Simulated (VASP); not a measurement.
Runs of VASP 6.6.1 on Ho. The structure is that of space group Fm-3m (No. 225), or close to it. The cells are those of the table. 

| level | cell | k mesh | gap on the mesh (eV) | pressure (GPa) | moment (μB) |
| --- | --- | --- | --- | --- | --- |
| PBE | a = 3.554 Å, angles 60.0°, 1 atom | 8 × 8 × 8 | none | 2.1 | (c) |
| PBE | a = 3.533 Å, angles 60.0°, 1 atom | 8 × 8 × 8 | none | 2.4 | (a) |
| r2SCAN | a = 3.641 Å, angles 60.0°, 1 atom | 14 × 14 × 14 | none | 0.3 | (b) |
| PBE | a = 3.666 Å, angles 60.0°, 1 atom | 8 × 8 × 8 | none | -0.2 | 3.58 |

Alike in all rows: task single point; potentials or basis VASP PAW PBE potentials, release 64 (Ho); spin collinear, ferromagnetic start; cutoff (eV) 520; smearing gaussian 0.05 eV.

Problem. Estimate the missing entries.

Solution. (a) 3.55; (b) 3.83; (c) 3.56.

Caveats: the magnetic or orbital state may not be the lowest; spin-orbit coupling is left out, which moves the levels of the heavy elements; the PAW data sets were made with another functional, which shifts forces and pressure a little (some runs).

A k mesh can miss the band edges, and the runs leave out spin-orbit coupling on Ho.

A gap of «none» marks levels without a gap at the run's occupations.
